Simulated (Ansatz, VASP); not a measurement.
## Ca: VASP beside Ansatz

```xyz
1
Lattice="-2.0859 2.0859 2.0859 2.0859 -2.0859 2.0859 2.0859 2.0859 -2.0859" Properties=species:S:1:pos:R:3 pbc="T T T"
Ca    0.0000    0.0000    0.0000
```

Alike in both runs: task relaxation of cell and atoms; functional PBE; k mesh 14 × 14 × 14; occupations gaussian, width 0.1 eV; no spin polarisation.

```csv
,VASP,Ansatz
version,VASP 6.6.1,Ansatz 0.2.0
potentials or method,"VASP PAW PBE potentials, release 64 (Ca_sv), cutoff 600 eV","scalar-relativistic, plane waves, PAW"
valence electrons in the cell,10,10
```

|  | VASP | Ansatz | Ansatz less VASP |
| --- | --- | --- | --- |
| gap on the k mesh at the Fermi level, each at its own relaxed structure (eV) | none | none | - |
| relaxed volume (Å³/atom) | 42.19 | 42.11 | -0.077 |
| relaxed cell length with the largest relative difference (Å) | 3.798 | 3.796 | -0.0023 |

A gap of «none» marks a metal or a gap that the smearing closes.

Noted on VASP's run: the volume moved by over 15 % at a fixed basis, so the end points are rough.
